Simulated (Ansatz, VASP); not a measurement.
# Two plane-wave programs on Be7Te

The input INCAR:

```
SYSTEM = Be7Te
PREC = Accurate
ENCUT = 600
EDIFF = 1E-6
ISMEAR = 0
SIGMA = 0.1
LREAL = .False.
LASPH = .True.
NELM = 60
ALGO = Normal
ISIF = 3
LWAVE = .False.
LCHARG = .False.
GGA = PE
IBRION = 2
NSW = 90
EDIFFG = -0.04
```

Contents of KPOINTS:

```
Automatic mesh
0
Gamma
  6 6 4
  0 0 0
```

File POSCAR:

```
Be7Te
1.0
    5.5152569400      0.0000000000      0.0000000000
   -2.7576284700      4.7763526200      0.0000000000
    0.0000000000      0.0000000000      4.3163989200
Be Te
7 1
Direct
    0.0084132500      0.5042066200      0.0000000000
    0.4957933800      0.9915867500      0.0000000000
    0.4957933800      0.5042066200      0.0000000000
    0.1697076500      0.8302923500      0.5000000000
    0.1697076500      0.3394153000      0.5000000000
    0.6605847000      0.8302923500      0.5000000000
    0.6666666700      0.3333333300      0.5000000000
    0.0000000000      0.0000000000      0.0000000000
```

Input for Ansatz:

```yaml
crystal:
  lattice:
    - [5.51525694, 0.0, 0.0]
    - [-2.75762847, 4.77635262, 0.0]
    - [0.0, 0.0, 4.31639892]
  atoms:
    - { symbol: Be, position: [0.00841325, 0.50420662, 0.0] }
    - { symbol: Be, position: [0.49579338, 0.99158675, 0.0] }
    - { symbol: Be, position: [0.49579338, 0.50420662, 0.0] }
    - { symbol: Be, position: [0.16970765, 0.83029235, 0.5] }
    - { symbol: Be, position: [0.16970765, 0.3394153, 0.5] }
    - { symbol: Be, position: [0.6605847, 0.83029235, 0.5] }
    - { symbol: Be, position: [0.66666667, 0.33333333, 0.5] }
    - { symbol: Te, position: [0.0, 0.0, 0.0] }
basis:
  ecutwfc: 420
kpoints:
  mp_grid: { grid: [6, 6, 4] }
hamiltonian:
  xc: pbe
scf:
  occupations: { method: gaussian, width: 0.1 }
  lower_state_search: "off"
output:
  forces: true
  stress: true
  eigenvalues: true
relax:
  adjacent_minimum: "off"
  f_tol: 0.04
  max_steps: 70
  cell: { stress_tol: 0.4 }
```

Change from the starting cell: species swapped into the YMg7 type (P-6m2, No. 187).

Alike in both runs: task relaxation of cell and atoms; functional PBE; k mesh 6 × 6 × 4; occupations gaussian, width 0.1 eV; no spin polarisation.

|  | VASP | Ansatz |
| --- | --- | --- |
| version | VASP 6.6.1 | Ansatz 0.2.0 |
| potentials or method | VASP PAW PBE potentials, release 64 (Be, Te), cutoff 600 eV | scalar-relativistic, plane waves, PAW |
| valence electrons in the cell | 20 | 30 |

Ansatz gave:

- gap on the k mesh at the Fermi level, each at its own relaxed structure (eV): none
- relaxed volume (Å³/atom): 11.59
- relaxed cell length with the largest relative difference (Å): 3.559

**Question.** Estimate VASP's values.

**Answer.** gap on the k mesh at the Fermi level, each at its own relaxed structure (eV): none; relaxed volume (Å³/atom): 11.34; relaxed cell length with the largest relative difference (Å): 3.807.

A gap of «none» marks a metal or a gap that the smearing closes. One of these differences is far larger than is usual between the two programs; its cause wasn't traced. VASP's potentials hold 20 valence electrons a cell and Ansatz's 30, so a difference there can come from the potentials and not from the codes.

The k mesh is coarse, so the values compare programs but aren't converged. Neither program's run includes spin-orbit coupling. Noted on VASP's run: the volume moved by over 15 % at a fixed basis, so the end points are rough.
